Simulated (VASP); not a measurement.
SiBiS:

```
Si Bi S
1.0
     6.24428    0.00000    0.00000
    -3.12214    5.40770    0.00000
     0.00000    0.00000    4.76781
Si Bi S
2 2 2
Direct
  0.33333 0.66667 0.75000
  0.66667 0.33333 0.25000
  0.33333 0.66667 0.25000
  0.66667 0.33333 0.75000
  0.00000 0.00000 0.00000
  0.00000 0.00000 0.50000
```

| Property | Result |
| --- | --- |
| Program | VASP 6.6.1 |
| Task | relaxation of cell and atoms |
| Functional | PBE |
| Potentials or basis | VASP PAW PBE potentials, release 64 (Si, Bi_d, S) |
| Cutoff | 600 eV |
| k mesh | 3 × 3 × 4 |
| Occupations | gaussian, width 0.1 eV |
| Spin | no spin polarisation |

At the start: pressure 6.1 GPa; volume 26.83 Å³/atom.

Question: Where does the relaxation end?

Answer: Over 15 steps the energy falls by 731.0 meV/atom and the volume is 21.31 Å³/atom (-20.6 %); space group P6_3/mmc (No. 194, to 0.05 Å).

The path:
```tsv
step	energy change (eV)	largest force (eV/Å)	pressure (GPa)	volume (Å³)
1	0.0000	0.0000	6.06	161.00
2	-2.2933	0.0000	-9.51	181.70
3	-2.4749	0.0000	-7.59	176.94
4	-3.8465	0.0000	-6.72	150.51
5	-4.1372	0.0000	-5.37	141.63
6	-4.3075	0.0000	2.44	124.41
7	-4.3400	0.0000	-1.47	131.11
8	-4.3500	0.0000	-0.55	129.27
9	-4.3507	0.0000	-0.01	128.36
10	-4.3515	0.0000	-0.07	128.35
11	-4.3541	0.0000	-0.10	128.29
12	-4.3676	0.0000	-0.12	128.16
13	-4.3848	0.0000	0.32	127.75
14	-4.3839	0.0000	0.10	127.93
15	-4.3858	0.0000	0.17	127.86
```

Final structure:
```
Si Bi S
1.0
     5.13494    0.00000    0.00000
    -2.56747    4.44699    0.00000
     0.00000    0.00000    5.59945
Si Bi S
2 2 2
Cartesian
  0.0000 2.9647 4.1996
  2.5675 1.4823 1.3999
  0.0000 2.9647 1.3999
  2.5675 1.4823 4.1996
  0.0000 0.0000 0.0000
  0.0000 0.0000 2.7997
```

Caveat: the k points lie up to 0.47 Å⁻¹ apart in the final cell; the volume moved by over 15 % at a fixed basis, so the end points are rough.
